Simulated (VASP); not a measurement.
# Hf (P6_3/mmc) in VASP: notebook

Runs on Hf. Level: PBEsol. Tasks: relaxation of cell and atoms.

Everything below comes from runs of VASP 6.6.1. Logs are shortened: lines on timing, memory, paths and dates and some standing lists are left out, and cuts for length are marked.

### Step 1. The cell of the first run

It takes space group P6_3/mmc (No. 194, hexagonal). Conventional cell: a = 3.158 Å, b = 3.158 Å, c = 5.004 Å, α = 90.00°, β = 90.00°, γ = 120.00°. Within 4.1 Å of Hf (site symmetry -6m2) lie 12 Hf at 3.10 to 3.16 Å.

### Step 2. Relaxation of cell and atoms, PBEsol, target pressure 1 GPa, at which the enthalpy is minimised

Input file INCAR:

```
SYSTEM = Hf
PREC = Accurate
ENCUT = 500
EDIFF = 1E-7
ISMEAR = -1
SIGMA = 0.1
LREAL = .False.
LASPH = .True.
NELM = 120
ALGO = Normal
ISIF = 3
LWAVE = .False.
LCHARG = .False.
GGA = PS
IBRION = 2
NSW = 100
EDIFFG = -0.002
PSTRESS = 10.0
GGA_COMPAT = .False.
NELMIN = 4
```

Input file KPOINTS:

```
regular mesh
0
Gamma
  18 18 10
  0 0 0
```

Input file POSCAR:

```
Hf
1.0
    3.1581217154      0.0000000000      0.0000000000
   -1.5790608577      2.7350136338      0.0000000000
    0.0000000000      0.0000000000      5.0042329878
Hf
2
Direct
    0.3333333333      0.6666666667      0.2500000000
    0.6666666667      0.3333333333      0.7500000000
```

Potentials or basis: VASP PAW PBE potentials, release 64 (Hf_pv).

Launch:

```
$ cat potpaw_PBE.64/Hf_pv/POTCAR > POTCAR
$ mpirun -np 1 vasp_std > vasp.out
```

OUTCAR:

```text
SYSTEM = Hf
   PREC = Accurate
   ENCUT = 500
   EDIFF = 1E-7
   ISMEAR = -1
   LREAL = .False.
   LASPH = .True.
   NELM = 120
   ISIF = 3
   GGA = PS
   IBRION = 2
   NSW = 100
   EDIFFG = -0.002
   PSTRESS = 10.0
   NELMIN = 4

 ion  position               nearest neighbor table
   1  0.333  0.667  0.250-   2 3.10   2 3.10   2 3.10   2 3.10   2 3.10   2 3.10
   2  0.667  0.333  0.750-   1 3.10   1 3.10   1 3.10   1 3.10   1 3.10   1 3.10

  LATTYP: Found a hexagonal cell.
 ALAT       =     3.1581217154
 C/A-ratio  =     1.5845598868

  Lattice vectors:

 A1 = (   3.1581217154,   0.0000000000,   0.0000000000)
 A2 = (  -1.5790608577,   2.7350136338,   0.0000000000)
 A3 = (   0.0000000000,   0.0000000000,   5.0042329878)

Analysis of symmetry for initial positions (statically):
=====================================================================
 Subroutine PRICEL returns:
 Original cell was already a primitive cell.

 Routine SETGRP: Setting up the symmetry group for a
 hexagonal supercell.

 Subroutine GETGRP returns: Found 24 space group operations
 (whereof 12 operations were pure point group operations)
 out of a pool of 24 trial point group operations.

The static configuration has the point symmetry D_3d.
 The point group associated with its full space group is D_6h.

Analysis of symmetry for dynamics (positions and initial velocities):
=====================================================================
 Subroutine PRICEL returns:
 Original cell was already a primitive cell.

 Routine SETGRP: Setting up the symmetry group for a
 hexagonal supercell.

 Subroutine GETGRP returns: Found 24 space group operations
 (whereof 12 operations were pure point group operations)
 out of a pool of 24 trial point group operations.

The dynamic configuration has the point symmetry D_3d.
 The point group associated with its full space group is D_6h.

 Subroutine INISYM returns: Found 24 space group operations
 (whereof 12 operations are pure point group operations),
 and found     1 'primitive' translations

----------------------------------------------------------------------------------------

                                     Primitive cell

  volume of cell :      43.2241

  direct lattice vectors                    reciprocal lattice vectors
     3.158121715  0.000000000  0.000000000     0.316643907  0.182814445  0.000000000
    -1.579060858  2.735013634  0.000000000     0.000000000  0.365628890  0.000000000
     0.000000000  0.000000000  5.004232988     0.000000000  0.000000000  0.199830824

  length of vectors
     3.158121715  3.158121715  5.004232988     0.365628890  0.365628890  0.199830824

  position of ions in fractional coordinates (direct lattice)
     0.333333333  0.666666667  0.250000000
     0.666666667  0.333333333  0.750000000

  ion indices of the primitive-cell ions
   primitive index   ion index
                 1           1
                 2           2

----------------------------------------------------------------------------------------

 KPOINTS: regular mesh

Automatic generation of k-mesh.
 Grid dimensions read from file:
 generate k-points for:   18   18   10

 Generating k-lattice:

  Cartesian coordinates                     Fractional coordinates (reciprocal lattice)
     0.017591328  0.010156358  0.000000000     0.055555556 -0.000000000  0.000000000
     0.000000000  0.020312716  0.000000000     0.000000000  0.055555556  0.000000000
     0.000000000  0.000000000  0.019983082     0.000000000  0.000000000  0.100000000

  Length of vectors
     0.020312716  0.020312716  0.019983082

  Shift w.r.t. Gamma in fractional coordinates (k-lattice)
     0.000000000  0.000000000  0.000000000

 Subroutine IBZKPT returns following result:
 ===========================================

 Found    222 irreducible k-points:

 Following reciprocal coordinates:
            Coordinates               Weight
  0.000000  0.000000  0.000000      1.000000
  0.055556  0.000000  0.000000      6.000000
  0.111111  0.000000  0.000000      6.000000
  0.166667 -0.000000  0.000000      6.000000
  0.222222 -0.000000  0.000000      6.000000
  0.277778  0.000000  0.000000      6.000000
[... 16 lines left out ...]
  0.333333  0.111111  0.000000     12.000000
  0.388889  0.111111  0.000000     12.000000
 [... further k-points ...]
   k-points           NKPTS =    222   k-points in BZ     NKDIM =    222   number of bands    NBANDS=     14
   number of dos      NEDOS =    301   number of ions     NIONS =      2
   total plane-waves  NPLWV =  20736
   dimension x,y,z NGX =    24 NGY =   24 NGZ =   36
   dimension x,y,z NGXF=    48 NGYF=   48 NGZF=   72
   ions per type =               2
   NGX,Y,Z   is equivalent  to a cutoff of  12.63, 12.63, 11.96 a.u.
   NGXF,Y,Z  is equivalent  to a cutoff of  25.27, 25.27, 23.92 a.u.
 SYSTEM =  Hf
   PREC   = accura    normal or accurate (medium, high low for compatibility)
   ISTART =      0    job   : 0-new  1-cont  2-samecut
   ICHARG =      2    charge: 1-file 2-atom 10-const
   ISPIN  =      1    spin polarized calculation?
   LNONCOLLINEAR =      F non collinear calculations
   LSORBIT =      F    spin-orbit coupling
   LASPH  =      T    aspherical Exc in radial PAW
   ENCUT  =  500.0 eV  36.75 Ry    6.06 a.u.   5.76  5.76  9.12*2*pi/ulx,y,z
   NELM   =    120;   NELMIN=  4; NELMDL= -5     # of ELM steps
   EDIFF  = 0.1E-06   stopping-criterion for ELM
   LREAL  =      F    real-space projection
   EDIFFG = -.2E-02   stopping-criterion for IOM
   NSW    =    100    number of steps for IOM
   IBRION =      2    ionic relax: 0-MD 1-quasi-New 2-CG
   NFREE  =      1    steps in history (QN), initial steepest desc. (CG)
   ISIF   =      3    stress and relaxation
   ISYM   =      2    0-nonsym 1-usesym 2-fastsym
   POTIM  = 0.5000    time-step for ionic-motion
   TEBEG  =    0.0;   TEEND  =   0.0 temperature during run
   PSTRESS=   10.0 pullay stress
   NELECT =      20.0000    total number of electrons
   NUPDOWN=      -1.0000    fix difference up-down
   EMIN   =  10.00;   EMAX   =-10.00  energy-range for DOS
   EFERMI =   0.00;   METHOD = LEGACY
   ISMEAR =    -1;   SIGMA  =   0.10  broadening in eV -4-tet -1-fermi 0-gaus
   EFERMI_NEDOS =   21; number of points for ismear=-14 and -15
   IALGO  =     38    algorithm
   IMIX   =      4    mixing-type and parameters
     AMIX     =   0.40;   BMIX     =  1.00
     AMIX_MAG =   1.60;   BMIX_MAG =  1.00
  volume/ion in A,a.u.               =      21.61       145.85
  Fermi-wavevector in a.u.,A,eV,Ry     =   1.266221  2.392811 21.814436  1.603316
  Thomas-Fermi vector in A             =   2.399433
   LORBIT       =      0    0 simple, 1 ext, 2 COOP (PROOUT), +10 PAW based schemes
   GGA     = PS    functional components
   LHFCALC =     F    Hartree Fock is set to
   AEXX    =    0.0000 exact exchange contribution
   IVDW    =     0    specifies the selected vdW correction
   LEPSILON=     F    determine dielectric tensor
   LRPA    =     F    only Hartree local field effects (RPA)
 conjugate gradient relaxation of ions
 non-spin polarized calculation
  energy-cutoff  :      500.00
  volume of cell :       43.22
 maximum number of plane-waves:      1114
 NGX is ok and might be reduce to    24
   NGX = 11   NGY = 11   NGZ = 19

--------------------------------------- Ionic step        1  -------------------------------------------

 number of electron      19.9999996 magnetization

 Free energy of the ion-electron system (eV)
  ---------------------------------------------------
  ext. energy  EPLUGINS =         0.00000000
  ---------------------------------------------------
  free energy    TOTEN  =       -21.03242210 eV

  energy without entropy =      -20.97720008  energy(sigma->0) =      -21.00481109

------------------------ aborting loop because EDIFF is reached ----------------------------------------

  FORCE on cell =-STRESS in cart. coord.  units (eV):
  Direction    XX          YY          ZZ          XY          YZ          ZX
  --------------------------------------------------------------------------------------
  -------------------------------------------------------------------------------------
  Total       -0.0931149     -0.0931149     -0.1185941     -0.0000000      0.0000000      0.0000000
  in kB       -3.4514670     -3.4514670     -4.3959001     -0.0000000      0.0000000      0.0000000
  external PRESSURE =     -13.7662780 kB  Pullay stress =      10.0000000 kB
[... 61 lines left out ...]
  enthalpy is  TOTEN    =       -20.7612282523 eV   P V=        0.2625976452

--------------------------------------- Ionic step        3  -------------------------------------------

 number of electron      19.9999994 magnetization

 Free energy of the ion-electron system (eV)
  ---------------------------------------------------
  ext. energy  EPLUGINS =         0.00000000
  ---------------------------------------------------
  free energy    TOTEN  =       -21.03145990 eV

  energy without entropy =      -20.97675961  energy(sigma->0) =      -21.00410976

 E-fermi :   5.0665     XC(G=0): -11.6051

 val. band max:        5.0584364699   @ k =   0.0000   0.0000   0.4000
 cond. band min:       5.0686647968   @ k =   0.2222   0.2222   0.5000
 fundamental gap:      0.0102283270
 Fermi energy:         5.0665005557

 k-point     1 :       0.0000    0.0000    0.0000
  band No.  band energies     occupation
      1     -25.9133      2.00000
      2     -25.0463      2.00000
      3     -25.0463      2.00000
      4     -24.8983      2.00000
      5     -24.8983      2.00000
      6     -24.8965      2.00000
      7      -2.4623      2.00000
      8       1.2158      2.00000
      9       5.9166      0.00041
     10       6.2614      0.00001
     11       6.2614      0.00001
     12       6.5451      0.00000
     13       7.1308      0.00000
     14       7.1308      0.00000
[... 375 lines left out ...]
 k-point    24 :       0.3889    0.1111    0.0000
  band No.  band energies     occupation
      1     -25.6806      2.00000
      2     -25.5154      2.00000
      3     -25.4843      2.00000
      4     -25.2868      2.00000
      5     -25.1523      2.00000
      6     -25.0525      2.00000
      7       1.7421      2.00000
      8       2.5515      2.00000
      9       2.7964      2.00000
     10       4.2001      1.99965
     11       5.6633      0.00510
     12       6.0226      0.00014
     13       6.7626      0.00000
     14      10.4185      0.00000

 [... further k-points ...]
[... 5 lines left out ...]
  --------------------------------------------------------------------------------------
  -------------------------------------------------------------------------------------
  Total        0.2643021      0.2643021      0.2681260      0.0000000      0.0000000     -0.0000000
  in kB        9.9136774      9.9136774     10.0571056      0.0000000      0.0000000     -0.0000000
  external PRESSURE =      -0.0385132 kB  Pullay stress =      10.0000000 kB
[... 17 lines left out ...]
  FREE ENERGIE OF THE ION-ELECTRON SYSTEM (eV)
  ---------------------------------------------------
  free  energy   TOTEN  =       -21.0314599046 eV

  energy  without entropy=      -20.9767596080  energy(sigma->0) =      -21.00410976

  enthalpy is  TOTEN    =       -20.7648563947 eV   P V=        0.2666035099

 reached required accuracy - stopping structural energy minimisation
```

Run time: 78 s. Hardware: 1 thread of Intel Xeon 6975P-C (Granite Rapids), shared host; peak memory 0.24 GiB.

Results:

| Property | Result |
| --- | --- |
| Free energy | -21.0315 eV |
| Relaxed volume | 21.36 Å³/atom |
| Relaxed cell | a = 3.146 Å, b = 3.146 Å, c = 4.984 Å, α = 90.00°, β = 90.00°, γ = 120.00° |
| Space group after relaxing (to 0.1 Å) | P6_3/mmc (No. 194) |
| Energy change on relaxing (the run minimises the enthalpy) | +0.5 meV/atom |
| Ionic steps | 3 |
| Pressure after relaxing | 1.0 GPa |
| Band gap on the k mesh | zero (bands 10 and 11 overlap by 1.57 eV) |

The path:
```
step  energy change (eV)  largest force (eV/Å)  pressure (GPa)  volume (Å³)
   1              0.0000                0.0000           -0.38        43.22
   2              0.0086                0.0000            2.84        42.07
   3              0.0010                0.0000            1.00        42.71
```

Final structure:
```xyz
2
Lattice="3.1459 0.0000 0.0000 -1.5730 2.7245 0.0000 0.0000 0.0000 4.9836" Properties=species:S:1:pos:R:3 pbc="T T T"
Hf    0.0000    1.8163    1.2459
Hf    1.5730    0.9082    3.7377
```

Levels at points of the mesh, in eV from the Fermi level:
```tsv
k point	band 7	band 8	band 9	band 10	band 11	band 12	band 13	band 14
(0.00, 0.00, 0.00)	-7.53	-3.85	0.85	1.19	1.19	1.48	2.06	2.06
(0.50, 0.00, 0.00)	-3.42	-2.91	-2.36	-0.68	0.79	0.94	1.77	6.23
(0.00, 0.00, 0.50)	-5.47	-5.47	0.14	0.14	1.08	1.08	1.08	1.08
(0.50, 0.00, 0.50)	-3.55	-3.55	-1.06	-1.06	1.37	1.37	2.76	2.76
```

Caveat: the cell is relaxed towards a set pressure, so the run minimises the enthalpy, not the energy; the PAW data sets were made with another functional, which shifts forces and pressure a little; spin-orbit coupling is left out, which moves the levels of the heavy elements.

### Step 3. Relaxation of cell and atoms, PBEsol, target pressure 2 GPa, at which the enthalpy is minimised

Input file INCAR:

```
SYSTEM = Hf
  ALGO = Normal
  EDIFF = 1E-7
  EDIFFG = -0.002
  ENCUT = 500
  GGA = PS
  GGA_COMPAT = .False.
  IBRION = 2
  ISIF = 3
  ISMEAR = -1
  LASPH = .True.
  LCHARG = .False.
  LREAL = .False.
  LWAVE = .False.
  NELM = 120
  NELMIN = 4
  NSW = 100
  PREC = Accurate
  PSTRESS = 20.0
  SIGMA = 0.1
```

Input file KPOINTS:

```
k-points
0
Gamma
  18 18 10
  0 0 0
```

POSCAR is that of step 2.

Potentials or basis: VASP PAW PBE potentials, release 64 (Hf_pv).

Launch:

```
$ cat potpaw_PBE.64/Hf_pv/POTCAR > POTCAR
$ mpirun -np 1 vasp_std > vasp.out
```

Wall time 2.5 min (1 thread of Intel Xeon 6975P-C (Granite Rapids), shared host); peak memory 0.25 GiB.

The run converged. Its results:

* Free energy: -21.0281 eV
* Relaxed volume: 21.18 Å³/atom
* Relaxed cell: a = 3.137 Å, b = 3.137 Å, c = 4.971 Å, α = 90.00°, β = 90.00°, γ = 120.00°
* Space group after relaxing (to 0.1 Å): P6_3/mmc (No. 194)
* Energy change on relaxing (the run minimises the enthalpy): +2.1 meV/atom
* Ionic steps: 7
* Pressure after relaxing: 2.0 GPa
* Band gap on the k mesh: zero (bands 10 and 11 overlap by 1.56 eV)

Step by step:
```csv
step,energy change (eV),largest force (eV/Å),pressure (GPa),volume (Å³)
1,0.0000,0.0000,-0.38,43.22
2,0.0296,0.0000,5.38,41.25
3,0.0042,0.0000,1.98,42.36
4,0.0044,0.0000,2.04,42.35
5,0.0041,0.0000,1.96,42.37
6,0.0042,0.0000,1.99,42.36
7,0.0043,0.0000,2.00,42.36
```

Final structure:
```
CELL_PARAMETERS angstrom
3.13666 0.00000 0.00000
-1.56833 2.71643 0.00000
0.00000 0.00000 4.97135
ATOMIC_POSITIONS crystal
Hf 0.33333 0.66667 0.25000
Hf 0.66667 0.33333 0.75000
```

Levels at points of the mesh, in eV from the Fermi level:
| k point | band 8 | band 9 | band 10 | band 11 | band 12 | band 13 |
| --- | --- | --- | --- | --- | --- | --- |
| (0.00, 0.00, 0.00) | -3.88 | 0.88 | 1.20 | 1.20 | 1.48 | 2.08 |
| (0.50, 0.00, 0.00) | -2.94 | -2.39 | -0.66 | 0.79 | 0.95 | 1.78 |
| (0.00, 0.00, 0.50) | -5.48 | 0.14 | 0.14 | 1.08 | 1.08 | 1.08 |
| (0.50, 0.00, 0.50) | -3.58 | -1.08 | -1.08 | 1.41 | 1.41 | 2.78 |

Caveat: the cell is relaxed towards a set pressure, so the run minimises the enthalpy, not the energy; the PAW data sets were made with another functional, which shifts forces and pressure a little; spin-orbit coupling is left out, which moves the levels of the heavy elements.
